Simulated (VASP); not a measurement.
# Al (Fm-3m) in VASP: a series of runs, part 2 of 2

VASP 6.6.1. Earlier steps stand in the parts before.

## 4. Single point, HSE06

The input, POSCAR:

```
Al
1.0
    0.0000000000      2.0200000000      2.0200000000
    2.0200000000      0.0000000000      2.0200000000
    2.0200000000      2.0200000000      0.0000000000
Al
1
Direct
    0.0000000000      0.0000000000      0.0000000000
```

The input, INCAR.step1:

```
SYSTEM = Al
PREC = Accurate
ENCUT = 520
EDIFF = 1E-5
ISMEAR = -1
SIGMA = 0.02
LREAL = .False.
LASPH = .True.
NELM = 60
ALGO = Normal
ISIF = 2
LWAVE = .True.
LCHARG = .False.
GGA = PE
NBANDS = 8
```

The input, INCAR.step2:

```
SYSTEM = Al
PREC = Accurate
ENCUT = 520
EDIFF = 1E-6
ISMEAR = -1
SIGMA = 0.02
LREAL = .False.
LASPH = .True.
NELM = 60
ALGO = Normal
ISIF = 2
LWAVE = .False.
LCHARG = .False.
GGA = PE
LHFCALC = .True.
HFSCREEN = 0.2079
PRECFOCK = Normal
ISTART = 1
NBANDS = 8
```

The input, KPOINTS:

```
Automatic mesh
0
Gamma
  4 4 4
  0 0 0
```

Potentials or basis: VASP PAW PBE potentials, release 64 (Al).

Launch:

```console
$ cat potpaw_PBE.64/Al/POTCAR > POTCAR
$ cp INCAR.step1 INCAR
$ mpirun -np 1 vasp_std > vasp.out
$ cp INCAR.step2 INCAR
$ mpirun -np 1 vasp_std > vasp.out
```

OUTCAR:

```text
SYSTEM = Al
   PREC = Accurate
   ENCUT = 520
   EDIFF = 1E-6
   ISMEAR = -1
   LREAL = .False.
   LASPH = .True.
   NELM = 60
   ISIF = 2
   GGA = PE
   LHFCALC = .True.
   HFSCREEN = 0.2079
   PRECFOCK = Normal
   ISTART = 1

 ion  position               nearest neighbor table
   1  0.000  0.000  0.000-

  LATTYP: Found a face centered cubic cell.
 ALAT       =     4.0400000000

  Lattice vectors:

 A1 = (   0.0000000000,   2.0200000000,   2.0200000000)
 A2 = (   2.0200000000,   0.0000000000,   2.0200000000)
 A3 = (   2.0200000000,   2.0200000000,   0.0000000000)

Analysis of symmetry for initial positions (statically):
=====================================================================
 Subroutine PRICEL returns:
 Original cell was already a primitive cell.

 Routine SETGRP: Setting up the symmetry group for a
 face centered cubic supercell.

 Subroutine GETGRP returns: Found 48 space group operations
 (whereof 48 operations were pure point group operations)
 out of a pool of 48 trial point group operations.

The static configuration has the point symmetry O_h .
[... 149 lines left out ...]

 E-fermi :   7.1702     XC(G=0):  -8.4126

 val. band max:        7.1434736986   @ k =   0.5000   0.2500   0.0000
 cond. band min:       8.3594164775   @ k =  -0.2500   0.5000   0.2500
 fundamental gap:      1.2159427789
 Fermi energy:         7.1701741885

 k-point     1 :       0.0000    0.0000    0.0000
  band No.  band energies     occupation
      1      -4.6817      2.00000
      2      21.7176      0.00000
      3      21.7176      0.00000
      4      21.7176      0.00000
      5      23.2408      0.00000
      6      23.2408      0.00000
      7      23.2408      0.00000
      8      25.4581      0.00000
[... 67 lines left out ...]
 k-point     8 :      -0.2500    0.5000    0.2500
  band No.  band energies     occupation
      1       6.9348      1.99998
      2       6.9348      1.99998
      3       8.3594      0.00000
      4       9.4262      0.00000
      5      24.9833      0.00000
      6      24.9833      0.00000
      7      25.5546      0.00000
      8      27.6703      0.00000

------------------------ aborting loop because EDIFF is reached ----------------------------------------

  FORCE on cell =-STRESS in cart. coord.  units (eV):
  Direction    XX          YY          ZZ          XY          YZ          ZX
  --------------------------------------------------------------------------------------
  -------------------------------------------------------------------------------------
  Total       -0.0168363     -0.0168363     -0.0168363     -0.0000000      0.0000000      0.0000000
  in kB       -1.6363381     -1.6363381     -1.6363381     -0.0000000      0.0000000      0.0000000
  external PRESSURE =      -1.6363381 kB  Pullay stress =       0.0000000 kB

 VOLUME and BASIS-vectors are now :
 -----------------------------------------------------------------------------
  energy-cutoff  :      520.00
  volume of cell :       16.48
      direct lattice vectors                 reciprocal lattice vectors
     0.000000000  2.020000000  2.020000000    -0.247524752  0.247524752  0.247524752
     2.020000000  0.000000000  2.020000000     0.247524752 -0.247524752  0.247524752
     2.020000000  2.020000000  0.000000000     0.247524752  0.247524752 -0.247524752

 POSITION                                       TOTAL-FORCE (eV/Angst)
 -----------------------------------------------------------------------------------
      0.00000      0.00000      0.00000        -0.000000      0.000000      0.000000
 -----------------------------------------------------------------------------------
    total drift:                                0.000001      0.000001      0.000001

  FREE ENERGIE OF THE ION-ELECTRON SYSTEM (eV)
  ---------------------------------------------------
  free  energy   TOTEN  =        -3.7935339248 eV

  energy  without entropy=       -3.7858571609  energy(sigma->0) =       -3.78969554
```

OUTCAR.step1:

```text
SYSTEM = Al
   PREC = Accurate
   ENCUT = 520
   EDIFF = 1E-5
   ISMEAR = -1
   LREAL = .False.
[... 287 lines left out ...]
 -----------------------------------------------------------------------------------
      0.00000      0.00000      0.00000         0.000000      0.000000      0.000000
 -----------------------------------------------------------------------------------
    total drift:                                0.000000     -0.000000     -0.000000

  FREE ENERGIE OF THE ION-ELECTRON SYSTEM (eV)
  ---------------------------------------------------
  free  energy   TOTEN  =        -3.4522695278 eV

  energy  without entropy=       -3.4444747140  energy(sigma->0) =       -3.44837212
```

OSZICAR.step1:

```text
N       E                     dE             d eps       ncg     rms          rms(c)
DAV:   1    -0.197212421712E+01   -0.19721E+01   -0.80517E+02   128   0.204E+02
DAV:   2    -0.345791487162E+01   -0.14858E+01   -0.14643E+01   192   0.198E+01
DAV:   3    -0.347392661593E+01   -0.16012E-01   -0.16009E-01   168   0.203E+00
DAV:   4    -0.347394240817E+01   -0.15792E-04   -0.15793E-04   176   0.619E-02
DAV:   5    -0.347394252818E+01   -0.12001E-06   -0.11952E-06   176   0.330E-03    0.136E+00
DAV:   6    -0.346166729243E+01    0.12275E-01   -0.14110E-03   160   0.190E-01    0.795E-01
DAV:   7    -0.345226959078E+01    0.93977E-02   -0.45427E-03   144   0.316E-01    0.148E-01
DAV:   8    -0.345226952783E+01    0.62950E-07   -0.10501E-05   176   0.244E-02
   1 F= -.34522695E+01 E0= -.34483721E+01  d E =-.779481E-02
```

Run time: 24 s. Hardware: 1 thread of AMD EPYC 7R13, shared host; peak memory 0.19 GiB.

What came out:

- Free energy: -3.7935 eV
- Pressure: -0.2 GPa
- Band gap on the k mesh: zero (an odd number of electrons rules out a gap without spin polarisation)

Caveat: the k points lie up to 0.67 Å⁻¹ apart, too coarse for converged energies and pressures of a metal; the PAW data sets were made with another functional, which shifts forces and pressure a little.

## 5. Summary

```csv
k mesh,gap on the mesh (eV),pressure (GPa)
2 × 2 × 2,none,-8.1
3 × 3 × 3,none,-4.0
4 × 4 × 4,none,-0.2
```

Alike in all rows: task single point; level HSE06; potentials or basis VASP PAW PBE potentials, release 64 (Al); no spin polarisation; cell as given; cutoff (eV) 520; smearing fermi-dirac 0.02 eV.

Caveats: all runs use coarse meshes; the PAW data sets were made with another functional, which shifts forces and pressure a little.

Total energies depend on the potentials used, so only differences within one code and one set of settings carry meaning.

The gap in the log of VASP goes by the Fermi energy; the results here count the filled bands.